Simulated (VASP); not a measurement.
A run of VASP 6.6.1 is set up as follows.

File INCAR:

```
SYSTEM = GaN
PREC     = Accurate       ! precision mode
ENCUT    = 520            ! plane-wave cutoff, eV
EDIFF    = 1E-7           ! SCF threshold, eV
ISMEAR   = -1             ! smearing method
SIGMA    = 0.02           ! smearing width, eV
LREAL    = .FALSE.        ! projectors in reciprocal space
LASPH    = .TRUE.         ! aspherical terms in the spheres
NELM     = 100            ! most SCF steps
ALGO     = Normal         ! electronic algorithm
ISIF     = 2              ! what is computed and relaxed
LWAVE    = .FALSE.        ! write WAVECAR
LCHARG   = .FALSE.        ! write CHGCAR
GGA      = PE             ! functional
NBANDS   = 16             ! bands
```

Contents of KPOINTS:

```
Automatic mesh
0
G
  10 10 10
  0 0 0
```

Contents of POSCAR:

```
GaN
1.0
    0.0000000000      2.2489525415      2.3573520540
    2.2489525415      0.0000000000      2.3573520540
    2.2489525415      2.2489525415      0.0000000000
Ga N
1 1
Direct
    0.0000000000      0.0000000000      0.0000000000
    0.2500000000      0.2500000000      0.2500000000
```

Potentials or basis: VASP PAW PBE potentials, release 64 (Ga_d, N).

Run with:

```sh
$ cat potpaw_PBE.64/Ga_d/POTCAR potpaw_PBE.64/N/POTCAR > POTCAR
$ mpirun -np 1 vasp_std > vasp.out
```

Q: Predict the band gap on the k mesh.

A: 1.37 eV.

Q: What does it give for the pressure?

A: -2.3 GPa.

Stress tensor (GPa, compression positive):
```
-0.13  0.00  0.00
 0.00 -0.13  0.00
 0.00  0.00 -6.57
```

Caveat: the cell differs from its parent crystal (uniaxial z strain +4.8%).
